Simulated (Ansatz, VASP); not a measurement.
Ca3B5: VASP beside Ansatz

```
Ca B
1.0
     4.56673    0.00000    0.00000
    -2.28337    3.95491    0.00000
     0.00000    0.00000    6.64072
Ca B
3 5
Direct
  0.00000 0.00000 0.67067
  0.00000 0.00000 0.32933
  0.00000 0.00000 0.00000
  0.33333 0.66667 0.00000
  0.66667 0.33333 0.00000
  0.49796 0.00000 0.50000
  0.00000 0.49796 0.50000
  0.50204 0.50204 0.50000
```

Alike in both runs: task relaxation of cell and atoms; functional PBE; k mesh 6 × 6 × 4; occupations gaussian, width 0.1 eV; no spin polarisation.

|  | VASP | Ansatz |
| --- | --- | --- |
| version | VASP 6.6.1 | Ansatz 0.2.0 |
| potentials or method | VASP PAW PBE potentials, release 64 (Ca_sv, B), cutoff 600 eV | scalar-relativistic, plane waves, PAW |
| valence electrons in the cell | 45 | 45 |

|  | VASP | Ansatz | Ansatz less VASP |
| --- | --- | --- | --- |
| gap on the k mesh at the Fermi level, each at its own relaxed structure (eV) | none | none | - |
| relaxed volume (Å³/atom) | 15.83 | 15.96 | +0.132 |
| relaxed cell length with the largest relative difference (Å) | 10.164 | 10.277 | +0.1128 |

A gap of «none» marks a metal or a gap that the smearing closes.
